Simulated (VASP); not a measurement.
Set up this calculation in VASP 6.6.1, as the native input.

```
Task                   : single point
Functional             : LDA
Potentials or basis    : VASP PAW LDA potentials, release 64 (Si)
Cutoff                 : 520 eV
k mesh                 : 26 × 26 × 6
Occupations            : gaussian, width 0.15 eV
Spin                   : no spin polarisation
Dipole correction      : no
Further INCAR settings : ALGO = Normal; EDIFF = 1e-06; NBANDS = 16
```

The structure of Si lies in POSCAR:

```
Si
1.0
   -2.6084914272      0.0000000000      0.0000000000
   -1.3042457136     -2.2590198415      0.0000000000
   -1.6304375666     -0.9413335680      9.8830448238
Si
4
Direct
   -0.3646125000     -0.3646125000      0.8750000000
   -0.0520875000     -0.0520875000      0.1250000000
   -0.1562625000     -0.1562625000      0.3750000000
   -0.2604375000     -0.2604375000      0.6250000000
```

These files were run (other wordings do the same):

INCAR

```
PREC = Accurate
ENCUT = 520
EDIFF = 1E-6
ISMEAR = 0
SIGMA = 0.15
LREAL = F
LASPH = T
NELM = 60
ALGO = Normal
ISIF = 2
LWAVE = F
LCHARG = F
NBANDS = 16
```

KPOINTS

```
Automatic mesh
0
Gamma
  26 26 6
```

Potentials or basis: VASP PAW LDA potentials, release 64 (Si).

The run is started by

```console
$ cat potpaw_LDA.64/Si/POTCAR > POTCAR
$ mpirun -np 1 vasp_std > vasp.out
```

It gave:

The pressure is -0.8 GPa. The largest force is 0.111 eV/Å and the band gap on the k mesh is zero (band 8 reaches 17.42 eV, above the bottom of band 9 at 7.09 eV).

It took 7.2 min on 1 thread of Intel(R) Xeon(R) 6975P-C (Granite Rapids) (shared host), peak memory 0.71 GiB.
